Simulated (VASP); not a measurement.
Write the native input for VASP 6.6.1 that does the following.

```yaml
Task: single point
Functional: LDA
Potentials_or_basis: VASP PAW LDA potentials, release 64 (Sc_sv)
Cutoff: 520 eV
k_mesh: 13 × 13 × 13
Occupations: fermi-dirac, width 0.03 eV
Spin: collinear spin
Starting_moments: "[0.9] μB"
Fixed_moment: 0.9 μB
Dipole_correction: no
Further_INCAR_settings: ALGO = Normal; EDIFF = 1e-06; NBANDS = 16
```

The structure of Sc lies in POSCAR:

```
Sc
1.0
    0.0000000000      2.2600000000      2.2600000000
    2.2600000000      0.0000000000      2.2600000000
    2.2600000000      2.2600000000      0.0000000000
Sc
1
Direct
    0.0000000000      0.0000000000      0.0000000000
```

This isn't the form of Sc at room conditions, which is hcp.

These files were run (other wordings do the same):

INCAR

```
SYSTEM = Sc
PREC = Accurate
ENCUT = 520
EDIFF = 1E-6
ISMEAR = -1
SIGMA = 0.03
LREAL = .False.
LASPH = .True.
NELM = 150
ALGO = Normal
ISIF = 2
LWAVE = .False.
LCHARG = .True.
ISPIN = 2
MAGMOM = 0.9
LORBIT = 11
NUPDOWN = 0.9
LMAXMIX = 4
LELF = .True.
LVHAR = .True.
NBANDS = 16
```

KPOINTS

```
regular mesh
0
Gamma
  13 13 13
  0 0 0
```

Potentials or basis: VASP PAW LDA potentials, release 64 (Sc_sv).

Command:

```bash
$ cat potpaw_LDA.64/Sc_sv/POTCAR > POTCAR
$ mpirun -np 1 vasp_std > vasp.out
```

It gave:

| Quantity | Value |
| --- | --- |
| Pressure | 0.3 GPa |
| Net moment | 0.90 μB per cell |
| Site moments | Sc +0.55 μB |
| Valence electrons inside the program's atomic spheres | Sc 9.48 |

Caveat: the total moment is fixed, so each spin has its own Fermi level.

Wall time 15 s on 1 thread of Intel(R) Xeon(R) 6975P-C (Granite Rapids) (shared host), peak memory 0.16 GiB.
